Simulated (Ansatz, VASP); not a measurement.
Two plane-wave programs on CsI

```xyz
2
Lattice="4.6081 0.0000 0.0000 0.0000 4.6081 0.0000 0.0000 0.0000 4.6081" Properties=species:S:1:pos:R:3 pbc="T T T"
Cs    0.0000    0.0000    0.0000
I     2.3040    2.3040    2.3040
```

Alike in both runs: task single point; functional HF; k mesh 4 × 4 × 4; no spin polarisation.

|  | VASP | Ansatz |
| --- | --- | --- |
| version | VASP 6.6.1 | Ansatz 0.2.0 |
| potentials or method | VASP PAW PBE potentials, release 64 (Cs_sv, I) | plane waves, PAW |
| plane-wave cutoff (eV) | 400 | 420 |
| occupations | gaussian, width 0.01 eV | fixed |
| valence electrons in the cell | 16 | 26 |

Ansatz gave:

* gap on the k mesh at the Fermi level (eV): 10.84
* pressure (GPa): 2.3

**Question.** What did VASP give for the same quantities?

**Answer.** gap on the k mesh at the Fermi level (eV): 10.89; pressure (GPa): 2.0.

VASP's potentials were made for PBE, not for HF. VASP's potentials hold 16 valence electrons a cell and Ansatz's 26, so a difference there can come from the potentials and not from the codes. Ansatz's warnings: stress exchange threshold loose, stress scf threshold loose.

Spin-orbit coupling is off throughout.
